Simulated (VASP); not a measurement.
Al2B3P5: single point with PBE

Crystal: Al2B3P5.

```
Al B P
1.0
     0.00000   -3.43420    0.00000
     3.43420    0.00000    0.00000
    -1.71710    1.71710   12.79179
Al B P
2 3 5
Direct
  0.89648 0.89648 0.79296
  0.10352 0.10352 0.20704
  0.50000 0.50000 0.00000
  0.70685 0.70685 0.41371
  0.29315 0.29315 0.58629
  0.45719 0.95719 0.91438
  0.04281 0.54281 0.08562
  0.66419 0.16419 0.32837
  0.25000 0.75000 0.50000
  0.83581 0.33581 0.67163
```

```yaml
Program: VASP 6.6.1
Task: single point
Functional: PBE
Potentials_or_basis: VASP PAW PBE potentials, release 64 (Al, B, P)
Cutoff: 520 eV
k_mesh: 4 × 4 × 4
Occupations: gaussian, width 0.1 eV
Spin: no spin polarisation
```

```
Pressure               : 0.3 GPa
Largest force          : 0.028 eV/Å
Band gap on the k mesh : 0.62 eV, indirect (least direct gap 0.63 eV)
```

Forces in eV/Å, atoms in the order of the input:
```
Al   0.000  0.000 -0.001
Al   0.000  0.000  0.001
B    0.000  0.000  0.000
B    0.000  0.000  0.007
B    0.000  0.000 -0.007
P    0.000  0.000  0.012
P    0.000  0.000 -0.012
P    0.000  0.000  0.028
P    0.000  0.000  0.000
P    0.000  0.000 -0.028
```

Stress tensor (GPa, compression positive):
```
 0.83  0.00  0.00
 0.00  0.83  0.00
 0.00  0.00 -0.83
```

Levels at points of the mesh, in eV from the valence-band top:
```tsv
k point	band 18	band 19	band 20	band 21	band 22	band 23
(0.00, 0.00, 0.00)	-0.66	0.00	0.00	0.63	0.74	1.09
(0.50, 0.00, 0.00)	-2.02	-0.53	-0.49	1.58	2.27	2.47
(0.50, 0.50, 0.00)	-4.10	-3.79	-3.46	0.75	1.09	1.45
(0.00, 0.00, 0.50)	-0.52	-0.27	-0.27	0.62	0.83	1.00
```

Wall time 47 s on 1 thread of Intel(R) Xeon(R) Platinum 8488C (Sapphire Rapids) (shared host), peak memory 0.27 GiB.

Caveat: the k points lie up to 0.46 Å⁻¹ apart. A k mesh can miss the band edges.
